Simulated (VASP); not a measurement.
# BN (P6_3/mmc) in VASP: notebook

The runs below take BN through single point, relaxation of shape and atoms at fixed volume, with r2SCAN.

Program: VASP 6.6.1. These are calculated values, not measurements. Logs are shortened: lines on timing, memory, paths and dates and some standing lists are left out, and cuts for length are marked.

## (1) The cell of the first run

The structure is hexagonal, space group P6_3/mmc (No. 194). Conventional cell: a = 2.501 Å, b = 2.501 Å, c = 6.872 Å, α = 90.00°, β = 90.00°, γ = 120.00°. Within 1.9 Å of B (site symmetry -6m2) lie 3 N at 1.44 Å. Within 1.9 Å of N (site symmetry -6m2) lie 3 B at 1.44 Å.

## (2) Single point, r2SCAN

POSCAR

```
BN
1.0
    2.5009391346      0.0000000000      0.0000000000
   -1.2504695673      2.1658768239      0.0000000000
    0.0000000000      0.0000000000      6.8721413324
B N
2 2
Direct
    0.3333333333      0.6666666667      0.2500000000
    0.6666666667      0.3333333333      0.7500000000
    0.3333333333      0.6666666667      0.7500000000
    0.6666666667      0.3333333333      0.2500000000
```

INCAR.step1

```
ALGO = Normal
EDIFF = 1E-4
ENCUT = 520
GGA = PE
ISMEAR = 0
LASPH = True
LCHARG = False
LREAL = False
LWAVE = True
NBANDS = 16
NELM = 60
PREC = Accurate
SIGMA = 0.02
```

INCAR.step2

```
ALGO = Normal
EDIFF = 1E-7
ENCUT = 520
ISIF = 2
ISMEAR = 0
ISTART = 1
LASPH = True
LCHARG = False
LMIXTAU = True
LREAL = False
LWAVE = False
METAGGA = R2SCAN
NBANDS = 16
NELM = 60
PREC = Accurate
SIGMA = 0.02
```

KPOINTS

```
k-points
0
Gamma
  12 12 4
```

Potentials or basis: VASP PAW PBE potentials, release 64 (B, N).

On the command line:

```console
$ cat potpaw_PBE.64/B/POTCAR potpaw_PBE.64/N/POTCAR > POTCAR
$ cp INCAR.step1 INCAR
$ mpirun -np 1 vasp_std > vasp.out
$ cp INCAR.step2 INCAR
$ mpirun -np 1 vasp_std > vasp.out
```

OUTCAR:

```text
EDIFF = 1E-7
   ENCUT = 520
   ISIF = 2
   ISMEAR = 0
   ISTART = 1
   LASPH = True
   LREAL = False
   METAGGA = R2SCAN
   NELM = 60
   PREC = Accurate

 ion  position               nearest neighbor table
   1  0.333  0.667  0.250-   4 1.44   4 1.44   4 1.44
   2  0.667  0.333  0.750-   3 1.44   3 1.44   3 1.44
   3  0.333  0.667  0.750-   2 1.44   2 1.44   2 1.44
   4  0.667  0.333  0.250-   1 1.44   1 1.44   1 1.44

  LATTYP: Found a hexagonal cell.
 ALAT       =     2.5009391346
 C/A-ratio  =     2.7478243022

  Lattice vectors:

 A1 = (   2.5009391346,   0.0000000000,   0.0000000000)
 A2 = (  -1.2504695673,   2.1658768239,   0.0000000000)
 A3 = (   0.0000000000,   0.0000000000,   6.8721413324)

Analysis of symmetry for initial positions (statically):
=====================================================================
 Subroutine PRICEL returns:
 Original cell was already a primitive cell.

 Routine SETGRP: Setting up the symmetry group for a
 hexagonal supercell.

 Subroutine GETGRP returns: Found 24 space group operations
 (whereof 12 operations were pure point group operations)
 out of a pool of 24 trial point group operations.

The static configuration has the point symmetry D_3d.
 The point group associated with its full space group is D_6h.

Analysis of symmetry for dynamics (positions and initial velocities):
=====================================================================
 Subroutine PRICEL returns:
 Original cell was already a primitive cell.

 Routine SETGRP: Setting up the symmetry group for a
 hexagonal supercell.

 Subroutine GETGRP returns: Found 24 space group operations
 (whereof 12 operations were pure point group operations)
 out of a pool of 24 trial point group operations.

The dynamic configuration has the point symmetry D_3d.
 The point group associated with its full space group is D_6h.

 Subroutine INISYM returns: Found 24 space group operations
 (whereof 12 operations are pure point group operations),
 and found     1 'primitive' translations

----------------------------------------------------------------------------------------

                                     Primitive cell

  volume of cell :      37.2245

  direct lattice vectors                    reciprocal lattice vectors
     2.500939135  0.000000000  0.000000000     0.399849795  0.230853387  0.000000000
    -1.250469567  2.165876824  0.000000000     0.000000000  0.461706773  0.000000000
     0.000000000  0.000000000  6.872141332     0.000000000  0.000000000  0.145515052

  length of vectors
     2.500939135  2.500939135  6.872141332     0.461706773  0.461706773  0.145515052

  position of ions in fractional coordinates (direct lattice)
     0.333333333  0.666666667  0.250000000
     0.666666667  0.333333333  0.750000000
     0.333333333  0.666666667  0.750000000
     0.666666667  0.333333333  0.250000000

  ion indices of the primitive-cell ions
   primitive index   ion index
                 1           1
                 2           2
                 3           3
                 4           4

----------------------------------------------------------------------------------------

 KPOINTS: k-points

Automatic generation of k-mesh.
 Grid dimensions read from file:
 generate k-points for:   12   12    4

 Generating k-lattice:

  Cartesian coordinates                     Fractional coordinates (reciprocal lattice)
     0.033320816  0.019237782  0.000000000     0.083333333  0.000000000  0.000000000
     0.000000000  0.038475564  0.000000000     0.000000000  0.083333333  0.000000000
     0.000000000  0.000000000  0.036378763     0.000000000  0.000000000  0.250000000

  Length of vectors
     0.038475564  0.038475564  0.036378763

  Shift w.r.t. Gamma in fractional coordinates (k-lattice)
     0.000000000  0.000000000  0.000000000

 Subroutine IBZKPT returns following result:
 ===========================================

 Found     57 irreducible k-points:

 Following reciprocal coordinates:
            Coordinates               Weight
  0.000000  0.000000  0.000000      1.000000
  0.083333  0.000000  0.000000      6.000000
  0.166667  0.000000  0.000000      6.000000
  0.250000  0.000000  0.000000      6.000000
  0.333333  0.000000  0.000000      6.000000
  0.416667  0.000000  0.000000      6.000000
[... 16 lines left out ...]
  0.250000  0.000000  0.250000     12.000000
  0.333333  0.000000  0.250000     12.000000
 [... further k-points ...]
   k-points           NKPTS =     57   k-points in BZ     NKDIM =     57   number of bands    NBANDS=     16
   number of dos      NEDOS =    301   number of ions     NIONS =      4
   total plane-waves  NPLWV =  21600
   dimension x,y,z NGX =    20 NGY =   20 NGZ =   54
   dimension x,y,z NGXF=    40 NGYF=   40 NGZF=  108
   ions per type =               2   2
   NGX,Y,Z   is equivalent  to a cutoff of  13.29, 13.29, 13.06 a.u.
   NGXF,Y,Z  is equivalent  to a cutoff of  26.59, 26.59, 26.13 a.u.
 SYSTEM =  unknown system
   PREC   = accura    normal or accurate (medium, high low for compatibility)
   ISTART =      1    job   : 0-new  1-cont  2-samecut
   ICHARG =      0    charge: 1-file 2-atom 10-const
   ISPIN  =      1    spin polarized calculation?
   LNONCOLLINEAR =      F non collinear calculations
   LSORBIT =      F    spin-orbit coupling
   LASPH  =      T    aspherical Exc in radial PAW
   ENCUT  =  520.0 eV  38.22 Ry    6.18 a.u.   4.65  4.65 12.78*2*pi/ulx,y,z
   NELM   =     60;   NELMIN=  2; NELMDL=  0     # of ELM steps
   EDIFF  = 0.1E-06   stopping-criterion for ELM
   LREAL  =      F    real-space projection
   EDIFFG = 0.1E-05   stopping-criterion for IOM
   NSW    =      0    number of steps for IOM
   IBRION =     -1    ionic relax: 0-MD 1-quasi-New 2-CG
   NFREE  =      0    steps in history (QN), initial steepest desc. (CG)
   ISIF   =      2    stress and relaxation
   ISYM   =      2    0-nonsym 1-usesym 2-fastsym
   POTIM  = 0.5000    time-step for ionic-motion
   TEBEG  =    0.0;   TEEND  =   0.0 temperature during run
   PSTRESS=    0.0 pullay stress
   NELECT =      16.0000    total number of electrons
   NUPDOWN=      -1.0000    fix difference up-down
   EMIN   =  10.00;   EMAX   =-10.00  energy-range for DOS
   EFERMI =   0.00;   METHOD = LEGACY
   ISMEAR =     0;   SIGMA  =   0.02  broadening in eV -4-tet -1-fermi 0-gaus
   EFERMI_NEDOS =   21; number of points for ismear=-14 and -15
   IALGO  =     38    algorithm
   IMIX   =      4    mixing-type and parameters
     AMIX     =   0.40;   BMIX     =  1.00
     AMIX_MAG =   1.60;   BMIX_MAG =  1.00
  volume/ion in A,a.u.               =       9.31        62.80
  Fermi-wavevector in a.u.,A,eV,Ry     =   1.235488  2.334734 20.768347  1.526430
  Thomas-Fermi vector in A             =   2.370135
   LORBIT       =      0    0 simple, 1 ext, 2 COOP (PROOUT), +10 PAW based schemes
   METAGGA = R2SCAN    functional components
   LHFCALC =     F    Hartree Fock is set to
   AEXX    =    0.0000 exact exchange contribution
   IVDW    =     0    specifies the selected vdW correction
   LEPSILON=     F    determine dielectric tensor
   LRPA    =     F    only Hartree local field effects (RPA)
 non-spin polarized calculation
 Gauss-broadening in eV      SIGMA  =   0.02
  energy-cutoff  :      520.00
  volume of cell :       37.22
 maximum number of plane-waves:      1034
 NGX is ok and might be reduce to    20
   NGX =  9   NGY =  9   NGZ = 25

 number of electron      16.0000000 magnetization

 Free energy of the ion-electron system (eV)
  ---------------------------------------------------
  ext. energy  EPLUGINS =         0.00000000
  ---------------------------------------------------
  free energy    TOTEN  =       -38.59612380 eV

  energy without entropy =      -38.59612380  energy(sigma->0) =      -38.59612380

 E-fermi :   1.8708     XC(G=0): -10.5140

 val. band max:        1.7556681293   @ k =   0.3333   0.3333   0.5000
 cond. band min:       6.6822212129   @ k =   0.5000   0.0000   0.0000
 fundamental gap:      4.9265530836
 Fermi energy:         1.8708375570

 k-point     1 :       0.0000    0.0000    0.0000
  band No.  band energies     occupation
      1     -17.0291      2.00000
      2     -16.8069      2.00000
      3      -4.4955      2.00000
      4      -2.6465      2.00000
      5       0.4064      2.00000
      6       0.4064      2.00000
[... 8 lines left out ...]
     15      14.6625      0.00000
     16      16.0623      0.00000

 k-point     2 :       0.0833    0.0000    0.0000
  band No.  band energies     occupation
      1     -16.8876      2.00000
      2     -16.6689      2.00000
      3      -4.3013      2.00000
      4      -2.4692      2.00000
      5      -0.1813      2.00000
      6      -0.1595      2.00000
[... 8 lines left out ...]
     15      15.1782      0.00000
     16      15.5156      0.00000

 k-point     3 :       0.1667    0.0000    0.0000
  band No.  band energies     occupation
      1     -16.4711      2.00000
      2     -16.2633      2.00000
      3      -3.7265      2.00000
      4      -1.9483      2.00000
      5      -1.6705      2.00000
      6      -1.6438      2.00000
[... 8 lines left out ...]
     15      16.4308      0.00000
     16      16.5257      0.00000

 k-point     4 :       0.2500    0.0000    0.0000
  band No.  band energies     occupation
      1     -15.8090      2.00000
      2     -15.6203      2.00000
      3      -3.5576      2.00000
      4      -3.5144      2.00000
      5      -2.7985      2.00000
      6      -1.2943      2.00000
[... 8 lines left out ...]
     15      17.7383      0.00000
     16      18.8450      0.00000
[... 324 lines left out ...]
 k-point    22 :       0.1667    0.0000    0.2500
  band No.  band energies     occupation
      1     -16.4418      2.00000
      2     -16.2949      2.00000
      3      -3.5088      2.00000
      4      -2.2752      2.00000
      5      -1.6612      2.00000
      6      -1.6323      2.00000
[... 8 lines left out ...]
     15      16.4438      0.00000
     16      16.5113      0.00000

 k-point    23 :       0.2500    0.0000    0.2500
  band No.  band energies     occupation
      1     -15.7823      2.00000
      2     -15.6489      2.00000
      3      -3.5596      2.00000
      4      -3.5256      2.00000
      5      -2.5778      2.00000
      6      -1.4074      2.00000
[... 8 lines left out ...]
     15      18.8586      0.00000
     16      18.9282      0.00000

 k-point    24 :       0.3333    0.0000    0.2500
  band No.  band energies     occupation
      1     -14.9522      2.00000
      2     -14.8405      2.00000
      3      -5.4232      2.00000
      4      -5.3810      2.00000
      5      -1.9463      2.00000
      6      -1.9137      2.00000
[... 8 lines left out ...]
     15      19.4222      0.00000
     16      21.5258      0.00000

 [... further k-points ...]

------------------------ aborting loop because EDIFF is reached ----------------------------------------

  FORCE on cell =-STRESS in cart. coord.  units (eV):
  Direction    XX          YY          ZZ          XY          YZ          ZX
  --------------------------------------------------------------------------------------
  -------------------------------------------------------------------------------------
  Total        0.1599808      0.1599808     -0.0551989      0.0000000      0.0000000      0.0000000
  in kB        6.8857234      6.8857234     -2.3758098      0.0000000      0.0000000      0.0000000
  external PRESSURE =       3.7985457 kB  Pullay stress =       0.0000000 kB

 VOLUME and BASIS-vectors are now :
 -----------------------------------------------------------------------------
  energy-cutoff  :      520.00
  volume of cell :       37.22
      direct lattice vectors                 reciprocal lattice vectors
     2.500939135  0.000000000  0.000000000     0.399849795  0.230853387  0.000000000
    -1.250469567  2.165876824  0.000000000     0.000000000  0.461706773  0.000000000
     0.000000000  0.000000000  6.872141332     0.000000000  0.000000000  0.145515052

 POSITION                                       TOTAL-FORCE (eV/Angst)
 -----------------------------------------------------------------------------------
     -0.00000      1.44392      1.71804        -0.000000      0.000000      0.000000
      1.25047      0.72196      5.15411         0.000000     -0.000000      0.000000
     -0.00000      1.44392      5.15411         0.000000     -0.000000      0.000000
      1.25047      0.72196      1.71804        -0.000000      0.000000      0.000000
 -----------------------------------------------------------------------------------
    total drift:                               -0.000000      0.000000     -0.000000

  FREE ENERGIE OF THE ION-ELECTRON SYSTEM (eV)
  ---------------------------------------------------
  free  energy   TOTEN  =       -38.5961237993 eV

  energy  without entropy=      -38.5961237993  energy(sigma->0) =      -38.59612380
```

Wall time 61 s (1 thread of AMD EPYC 9R45 (Zen 5), shared host); peak memory 0.14 GiB.

Results:

```
Free energy            : -38.5961 eV
Pressure               : 0.4 GPa
Band gap on the k mesh : 4.93 eV (least direct gap 5.37 eV)
```

Stress tensor (GPa, compression positive):
```
 0.69  0.00  0.00
 0.00  0.69  0.00
 0.00  0.00 -0.24
```

Caveat: the PAW data sets were made with another functional, which shifts forces and pressure a little.

## (3) Single point, r2SCAN (9.59 Å³/atom)

This run uses another cell than the first one, of 9.59 Å³/atom.

POSCAR

```
BN
1.0
    2.5019251164      0.0000000000      0.0000000000
   -1.2509625582      2.1667307091      0.0000000000
    0.0000000000      0.0000000000      7.0727277036
B N
2 2
Direct
    0.3333333333      0.6666666667      0.2500000000
    0.6666666667      0.3333333333      0.7500000000
    0.3333333333      0.6666666667      0.7500000000
    0.6666666667      0.3333333333      0.2500000000
```

INCAR.step1

```
SYSTEM = BN
ALGO = Normal ; EDIFF = 1E-4
ENCUT = 520 ; GGA = PE
ISMEAR = 0 ; LASPH = .TRUE.
LCHARG = .FALSE. ; LREAL = .FALSE.
LWAVE = .TRUE. ; NBANDS = 16
NELM = 60 ; PREC = Accurate
SIGMA = 0.02
```

INCAR.step2

```
SYSTEM = BN
ALGO = Normal ; EDIFF = 1E-6
ENCUT = 520 ; ISIF = 2
ISMEAR = 0 ; ISTART = 1
LASPH = .TRUE. ; LCHARG = .FALSE.
LMIXTAU = .TRUE. ; LREAL = .FALSE.
LWAVE = .FALSE. ; METAGGA = R2SCAN
NBANDS = 16 ; NELM = 60
PREC = Accurate ; SIGMA = 0.02
```

KPOINTS

```
k-points
0
G
  12 12 4
  0 0 0
```

Potentials or basis: VASP PAW PBE potentials, release 64 (B, N).

On the command line:

```console
$ cat potpaw_PBE.64/B/POTCAR potpaw_PBE.64/N/POTCAR > POTCAR
$ cp INCAR.step1 INCAR
$ mpirun -np 1 vasp_std > vasp.out
$ cp INCAR.step2 INCAR
$ mpirun -np 1 vasp_std > vasp.out
```

Wall time 61 s (1 thread of AMD EPYC 9R45 (Zen 5), shared host); peak memory 0.14 GiB.

The run converged. Its results:

```yaml
Free_energy: -38.5948 eV
Pressure: -0.1 GPa
Band_gap_on_the_k_mesh: 4.97 eV (least direct gap 5.38 eV)
```

Stress tensor (GPa, compression positive):
```
 0.24  0.00  0.00
 0.00  0.24  0.00
 0.00  0.00 -0.72
```

Levels at points of the mesh, in eV from the valence-band top:
| k point | band 4 | band 5 | band 6 | band 7 | band 8 | band 9 | band 10 | band 11 | band 12 | band 13 |
| --- | --- | --- | --- | --- | --- | --- | --- | --- | --- | --- |
| (0.00, 0.00, 0.00) | -4.54 | -1.35 | -1.35 | -1.33 | -1.33 | 5.23 | 10.21 | 12.34 | 12.34 | 12.42 |
| (0.50, 0.00, 0.00) | -9.22 | -4.29 | -4.25 | -1.28 | -0.57 | 4.97 | 6.08 | 10.18 | 10.73 | 12.99 |
| (0.00, 0.00, 0.50) | -5.42 | -1.34 | -1.34 | -1.34 | -1.34 | 7.37 | 7.37 | 12.38 | 12.38 | 12.38 |
| (0.50, 0.00, 0.50) | -9.25 | -4.27 | -4.27 | -0.92 | -0.92 | 5.37 | 5.37 | 10.61 | 10.61 | 13.95 |

Caveat: the PAW data sets were made with another functional, which shifts forces and pressure a little.

[end of part 1 of 2]
